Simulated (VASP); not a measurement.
Set up this calculation in VASP 6.6.1, as the native input.

```yaml
Task: single point
Functional: PBE
Potentials_or_basis: VASP PAW PBE potentials, release 64 (Si, Ni)
Cutoff: 520 eV
k_mesh: 16 × 14 × 10
Occupations: gaussian, width 0.15 eV
Spin: no spin polarisation
Dipole_correction: no
Further_INCAR_settings: ALGO = Normal; EDIFF = 1e-06; NBANDS = 22
```

The structure of SiNi lies in POSCAR:

```
SiNi
1.0
    3.0552835660      0.0000000000      0.0000000000
    0.0000000000      3.2583147222      0.0000000000
    0.0000000000      0.0000000000      4.7093899546
Si Ni
2 2
Direct
    0.5000000000      0.5000000000      0.8431827244
    0.0000000000      0.0000000000      0.1568172756
    0.5000000000      0.5000000000      0.3423059767
    0.0000000000      0.0000000000      0.6576940233
```

The input as run:

INCAR

```
ALGO = Normal
EDIFF = 1E-6
ENCUT = 520
GGA = PE
ISIF = 2
ISMEAR = 0
LASPH = True
LCHARG = False
LREAL = False
LWAVE = False
NBANDS = 22
NELM = 80
PREC = Accurate
SIGMA = 0.15
```

KPOINTS

```
k-points
0
Gamma
  16 14 10
```

Potentials or basis: VASP PAW PBE potentials, release 64 (Si, Ni).

The run is started by

```console
$ cat potpaw_PBE.64/Si/POTCAR potpaw_PBE.64/Ni/POTCAR > POTCAR
$ mpirun -np 1 vasp_std > vasp.out
```

Results of the run:

| Property | Result |
| --- | --- |
| Pressure | 0.0 GPa |
| Largest force | 0.007 eV/Å |
| Band gap on the k mesh | zero (band 14 reaches 13.27 eV, above the bottom of band 15 at 10.67 eV) |

Wall time 3.3 min on 1 thread of Intel Xeon 6975P-C (shared host), peak memory 0.47 GiB.
